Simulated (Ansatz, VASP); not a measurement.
LiBr: VASP beside Ansatz

Contents of INCAR:

```
PREC = Accurate
ENCUT = 750
EDIFF = 1E-6
ISMEAR = -1
SIGMA = 0.02
LREAL = F
LASPH = T
NELM = 120
ALGO = Normal
ISIF = 2
LWAVE = F
LCHARG = F
GGA = PE
NBANDS = 18
GGA_COMPAT = F
```

File KPOINTS:

```
regular mesh
0
Gamma
  8 6 8
```

The input POSCAR:

```
LiBr
1.0
   -2.7554041429      2.7554041429      0.0000000000
    0.0000000000      0.0000000000      5.5108082858
    2.7554041429      2.7554041429      0.0000000000
Li Br
2 2
Direct
    0.0000000000      0.0000000000      0.0000000000
    0.5000000000      0.5000000000      0.5000000000
    0.5000000000      0.0000000000      0.5000000000
    0.0000000000      0.5000000000      0.0000000000
```

Input for Ansatz:

```yaml
crystal:
  lattice:
    - [-2.7554041429, 2.7554041429, 0.0]
    - [0.0, 0.0, 5.5108082858]
    - [2.7554041429, 2.7554041429, 0.0]
  atoms:
    - { symbol: Li, position: [0.0, 0.0, 0.0] }
    - { symbol: Li, position: [0.5, 0.5, 0.5] }
    - { symbol: Br, position: [0.5, 0.0, 0.5] }
    - { symbol: Br, position: [0.0, 0.5, 0.0] }
kpoints:
  mp_grid: { grid: [8, 6, 8] }
scf:
  occupations: { method: fermi_dirac, width: 0.02 }
hamiltonian:
  xc: pbe
  pseudopotentials: { kind: paw }
output:
  forces: true
  stress: true
  eigenvalues: true
```

Alike in both runs: task single point; functional PBE; k mesh 8 × 6 × 8; occupations fermi-dirac, width 0.02 eV; no spin polarisation.

|  | VASP | Ansatz |
| --- | --- | --- |
| version | VASP 6.6.1 | Ansatz 0.2.0 |
| potentials or method | VASP PAW PBE potentials, release 64 (Li_sv, Br) | PAW with Ansatz's default frozen-core files, scalar-relativistic |
| plane-wave cutoff (eV) | 750 | 420 |
| valence electrons in the cell | 20 | 20 |

|  | VASP | Ansatz | Ansatz less VASP |
| --- | --- | --- | --- |
| gap on the k mesh at the Fermi level (eV) | 4.91 | 4.91 | -0.004 |
| pressure (GPa) | -0.1 | 0.0 | +0.06 |
